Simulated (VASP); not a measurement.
# GaAs (zincblende type) (F-43m) in VASP: notebook, part 2 of 2

VASP 6.6.1.

### Step 4. Single point, r2SCAN (14.55 Å³/atom)

This run uses another cell than the first one, of 14.55 Å³/atom.

Input file POSCAR:

```
GaAs
1.0
    0.0000000000      2.4414811756      2.4414811756
    2.4414811756      0.0000000000      2.4414811756
    2.4414811756      2.4414811756      0.0000000000
Ga As
1 1
Direct
    0.0000000000      0.0000000000      0.0000000000
    0.2500000000      0.2500000000      0.2500000000
```

Input file INCAR.step1:

```
SYSTEM = GaAs
PREC = Accurate ; ENCUT = 520
ISMEAR = -1 ; SIGMA = 0.08
LREAL = .False. ; LASPH = .True.
NELM = 80 ; NBANDS = 16
GGA = PE ; ALGO = Normal
EDIFF = 1E-4 ; LWAVE = .True.
LCHARG = .False.
```

Input file INCAR.step2:

```
SYSTEM = GaAs
PREC = Accurate ; ENCUT = 520
EDIFF = 1E-6 ; ISMEAR = -1
SIGMA = 0.08 ; LREAL = .False.
LASPH = .True. ; NELM = 80
ALGO = Normal ; ISIF = 2
LWAVE = .False. ; LCHARG = .True.
METAGGA = R2SCAN ; LMIXTAU = .True.
LELF = .True. ; LVHAR = .True.
NBANDS = 16 ; ISTART = 1
```

Input file KPOINTS:

```
Automatic mesh
0
Gamma
  11 11 11
  0 0 0
```

Potentials or basis: VASP PAW PBE potentials, release 64 (Ga_d, As).

Started as:

```bash
$ cat potpaw_PBE.64/Ga_d/POTCAR potpaw_PBE.64/As/POTCAR > POTCAR
$ cp INCAR.step1 INCAR
$ mpirun -np 1 vasp_std > vasp.out
$ cp INCAR.step2 INCAR
$ mpirun -np 1 vasp_std > vasp.out
```

OUTCAR:

```text
SYSTEM = GaAs
   PREC = Accurate
   ENCUT = 520
   EDIFF = 1E-6
   ISMEAR = -1
   LREAL = .False.
   LASPH = .True.
   NELM = 80
   ISIF = 2
   METAGGA = R2SCAN
   ISTART = 1

 ion  position               nearest neighbor table
   1  0.000  0.000  0.000-   2 2.11   2 2.11   2 2.11   2 2.11
   2  0.250  0.250  0.250-   1 2.11   1 2.11   1 2.11   1 2.11

  LATTYP: Found a face centered cubic cell.
 ALAT       =     4.8829623512

  Lattice vectors:

 A1 = (   0.0000000000,   2.4414811756,   2.4414811756)
 A2 = (   2.4414811756,   0.0000000000,   2.4414811756)
 A3 = (   2.4414811756,   2.4414811756,   0.0000000000)

Analysis of symmetry for initial positions (statically):
=====================================================================
 Subroutine PRICEL returns:
 Original cell was already a primitive cell.

 Routine SETGRP: Setting up the symmetry group for a
 face centered cubic supercell.

 Subroutine GETGRP returns: Found 24 space group operations
 (whereof 24 operations were pure point group operations)
 out of a pool of 48 trial point group operations.

The static configuration has the point symmetry T_d .

Analysis of symmetry for dynamics (positions and initial velocities):
=====================================================================
 Subroutine PRICEL returns:
 Original cell was already a primitive cell.

 Routine SETGRP: Setting up the symmetry group for a
 face centered cubic supercell.

 Subroutine GETGRP returns: Found 24 space group operations
 (whereof 24 operations were pure point group operations)
 out of a pool of 48 trial point group operations.

The dynamic configuration has the point symmetry T_d .

 Subroutine INISYM returns: Found 24 space group operations
 (whereof 24 operations are pure point group operations),
 and found     1 'primitive' translations

[... 111 lines left out ...]
   IALGO  =     38    algorithm
   IMIX   =      4    mixing-type and parameters
     AMIX     =   0.40;   BMIX     =  1.00
     AMIX_MAG =   1.60;   BMIX_MAG =  1.00
  volume/ion in A,a.u.               =      14.55        98.21
  Fermi-wavevector in a.u.,A,eV,Ry     =   1.394769  2.635731 26.468510  1.945381
  Thomas-Fermi vector in A             =   2.518286
   LORBIT       =      0    0 simple, 1 ext, 2 COOP (PROOUT), +10 PAW based schemes
   METAGGA = R2SCAN    functional components
   LHFCALC =     F    Hartree Fock is set to
   AEXX    =    0.0000 exact exchange contribution
   IVDW    =     0    specifies the selected vdW correction
   LEPSILON=     F    determine dielectric tensor
   LRPA    =     F    only Hartree local field effects (RPA)
 non-spin polarized calculation
  energy-cutoff  :      520.00
  volume of cell :       29.11
 maximum number of plane-waves:       801
 NGX is ok and might be reduce to    28
   NGX = 13   NGY = 13   NGZ = 13

 number of electron      17.9999999 magnetization

 Free energy of the ion-electron system (eV)
  ---------------------------------------------------
  ext. energy  EPLUGINS =         0.00000000
  ---------------------------------------------------
  free energy    TOTEN  =       -24.04654382 eV

  energy without entropy =      -24.04634870  energy(sigma->0) =      -24.04644626

 E-fermi :   9.3473     XC(G=0): -12.5588

 val. band max:        9.0915964373   @ k =   0.0000   0.0000   0.0000
 cond. band min:       9.6474528517   @ k =   0.4545   0.4545   0.0000
 fundamental gap:      0.5558564144
 Fermi energy:         9.3473426070

 k-point     1 :       0.0000    0.0000    0.0000
  band No.  band energies     occupation
      1      -8.5088      2.00000
      2      -7.8802      2.00000
      3      -7.8802      2.00000
      4      -7.8802      2.00000
      5      -7.5930      2.00000
      6      -7.5930      2.00000
[... 433 lines left out ...]
      3      -7.8133      2.00000
      4      -7.6107      2.00000
      5      -7.5972      2.00000
      6      -6.5388      2.00000
[... 8 lines left out ...]
     15      22.2913      0.00000
     16      23.7998      0.00000

 [... further k-points ...]

------------------------ aborting loop because EDIFF is reached ----------------------------------------

  FORCE on cell =-STRESS in cart. coord.  units (eV):
  Direction    XX          YY          ZZ          XY          YZ          ZX
  --------------------------------------------------------------------------------------
  -------------------------------------------------------------------------------------
  Total       15.8973562     15.8973562     15.8973562      0.0000000     -0.0000000      0.0000000
  in kB      875.0751523    875.0751523    875.0751523      0.0000000     -0.0000000      0.0000000
  external PRESSURE =     875.0751523 kB  Pullay stress =       0.0000000 kB

 VOLUME and BASIS-vectors are now :
 -----------------------------------------------------------------------------
  energy-cutoff  :      520.00
  volume of cell :       29.11
      direct lattice vectors                 reciprocal lattice vectors
     0.000000000  2.441481176  2.441481176    -0.204793715  0.204793715  0.204793715
     2.441481176  0.000000000  2.441481176     0.204793715 -0.204793715  0.204793715
     2.441481176  2.441481176  0.000000000     0.204793715  0.204793715 -0.204793715

 POSITION                                       TOTAL-FORCE (eV/Angst)
 -----------------------------------------------------------------------------------
      0.00000      0.00000      0.00000        -0.000000      0.000000     -0.000000
      1.22074      1.22074      1.22074         0.000000     -0.000000      0.000000
 -----------------------------------------------------------------------------------
    total drift:                                0.000007      0.000007      0.000007

  FREE ENERGIE OF THE ION-ELECTRON SYSTEM (eV)
  ---------------------------------------------------
  free  energy   TOTEN  =       -24.0465438200 eV

  energy  without entropy=      -24.0463486975  energy(sigma->0) =      -24.04644626
```

OUTCAR.step1:

```text
SYSTEM = GaAs
   PREC = Accurate
   ENCUT = 520
   ISMEAR = -1
   LREAL = .False.
   LASPH = .True.
[... 677 lines left out ...]
      0.00000      0.00000      0.00000        -0.000000     -0.000000     -0.000000
      1.22074      1.22074      1.22074         0.000000      0.000000      0.000000
 -----------------------------------------------------------------------------------
    total drift:                                0.000000      0.000000     -0.000000

  FREE ENERGIE OF THE ION-ELECTRON SYSTEM (eV)
  ---------------------------------------------------
  free  energy   TOTEN  =        -4.9446686319 eV

  energy  without entropy=       -4.9439120640  energy(sigma->0) =       -4.94429035
```

OSZICAR.step1:

```text
N       E                     dE             d eps       ncg     rms          rms(c)
DAV:   1     0.860233518694E+02    0.86023E+02   -0.91880E+03  1936   0.186E+03
DAV:   2     0.367116718272E+00   -0.85656E+02   -0.80929E+02  2072   0.322E+02
DAV:   3    -0.518968626046E+01   -0.55568E+01   -0.55391E+01  2144   0.638E+01
DAV:   4    -0.525497496222E+01   -0.65289E-01   -0.65284E-01  2256   0.746E+00
DAV:   5    -0.525574123194E+01   -0.76627E-03   -0.76626E-03  2168   0.746E-01    0.494E+00
DAV:   6    -0.500977965833E+01    0.24596E+00   -0.24341E-01  2808   0.119E+01    0.311E+00
DAV:   7    -0.494422144756E+01    0.65558E-01   -0.15607E-01  2416   0.394E+00    0.683E-01
DAV:   8    -0.494442514143E+01   -0.20369E-03   -0.14842E-02  2024   0.156E+00    0.422E-01
DAV:   9    -0.494466879690E+01   -0.24366E-03   -0.11275E-03  2344   0.263E-01    0.811E-02
DAV:  10    -0.494466863186E+01    0.16503E-06   -0.12599E-04  1728   0.215E-01
   1 F= -.49446686E+01 E0= -.49442903E+01  d E =-.756568E-03
```

Run time: 3.2 min. Hardware: 1 thread of Intel Xeon 8259CL, shared host; peak memory 0.18 GiB.

Results:

* Free energy: -24.0465 eV
* Pressure: 87.5 GPa
* Band gap on the k mesh: 0.56 eV (least direct gap 3.80 eV)

Caveat: the cell stands under pressure; semilocal functionals underestimate gaps, and a narrow one can read as zero; the PAW data sets were made with another functional, which shifts forces and pressure a little; an odd mesh through Γ misses points on the zone boundary, where band edges can lie.

The gap in the log of VASP goes by the Fermi energy; the results here count the filled bands.